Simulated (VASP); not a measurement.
BRh, 4 atoms in the cell. It takes space group P6_3/mmc (No. 194, hexagonal). The conventional cell has a = 3.377 Å, b = 3.377 Å, c = 4.096 Å, α = 90.00°, β = 90.00°, γ = 120.00°. Within 2.7 Å of B (site symmetry -3m) lie 2 B at 2.05 Å and 6 Rh at 2.20 Å. Within 2.9 Å of Rh (site symmetry -6m2) lie 6 B at 2.20 Å and 6 Rh at 2.83 Å. 

- Program: VASP 6.6.1
- Task: relaxation of cell and atoms
- Functional: PBEsol
- Potentials or basis: VASP PAW PBE potentials, release 64 (B, Rh_pv)
- Cutoff: 600 eV
- k mesh: 11 × 11 × 8
- Occupations: fermi-dirac, width 0.05 eV
- Spin: no spin polarisation
- Dipole correction: no
- Further INCAR settings: ALGO = Normal; EDIFF = 1e-06; IBRION = 2; EDIFFG = -0.005; NSW = 70; ISIF = 3

Potentials or basis: VASP PAW PBE potentials, release 64 (B, Rh_pv).

Run with:

```console
$ cat potpaw_PBE.64/B/POTCAR potpaw_PBE.64/Rh_pv/POTCAR > POTCAR
$ mpirun -np 1 vasp_std > vasp.out
```

Hardware: 1 thread of Intel(R) Xeon(R) 6975P-C (Granite Rapids) (shared host).

How long does it take, and how much memory?

Run time: 2.2 min on 1 thread of Intel(R) Xeon(R) 6975P-C (Granite Rapids), on a shared host, peak memory 0.23 GiB. Counts: scf iterations 53, k points 80, ion steps 8.
